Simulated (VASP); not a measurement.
Set up this calculation in VASP 6.6.1, as the native input.

```
Task                   : single point
Functional             : PBE
Potentials or basis    : VASP PAW PBE potentials, release 64 (Al, Be)
Cutoff                 : 520 eV
k mesh                 : 10 × 10 × 10
Occupations            : fermi-dirac, width 0.05 eV
Spin                   : no spin polarisation
Dipole correction      : no
Further INCAR settings : ALGO = Normal; EDIFF = 1e-07; NBANDS = 14
```

The structure of BeAl3 lies in POSCAR:

```
BeAl3
1.0
   -1.9427261615      1.9427261615      3.8779124090
    1.9427261615     -1.9427261615      3.8779124090
    1.9427261615      1.9427261615     -3.8779124090
Al Be
3 1
Direct
    0.5000000000      0.5000000000      0.0000000000
    0.2500000000      0.7500000000      0.5000000000
    0.7500000000      0.2500000000      0.5000000000
    0.0000000000      0.0000000000      0.0000000000
```

The input as run:

INCAR

```
ALGO     = Normal         # electronic algorithm
EDIFF    = 1E-7           # SCF threshold, eV
ENCUT    = 520            # plane-wave cutoff, eV
GGA      = PE             # functional
ISIF     = 2              # what is computed and relaxed
ISMEAR   = -1             # smearing method
LASPH    = T              # aspherical terms in the spheres
LCHARG   = F              # write CHGCAR
LREAL    = F              # projectors in reciprocal space
LWAVE    = F              # write WAVECAR
NBANDS   = 14             # bands
NELM     = 60             # most SCF steps
PREC     = Accurate       # precision mode
SIGMA    = 0.05           # smearing width, eV
```

KPOINTS

```
k-points
0
Gamma
  10 10 10
```

Potentials or basis: VASP PAW PBE potentials, release 64 (Al, Be).

Command:

```bash
$ cat potpaw_PBE.64/Al/POTCAR potpaw_PBE.64/Be/POTCAR > POTCAR
$ mpirun -np 1 vasp_std > vasp.out
```

It gave:

The pressure is 0.0 GPa.

Wall time 35 s on 1 thread of Intel(R) Xeon(R) 6975P-C (Granite Rapids), on a shared host, peak memory 0.23 GiB.
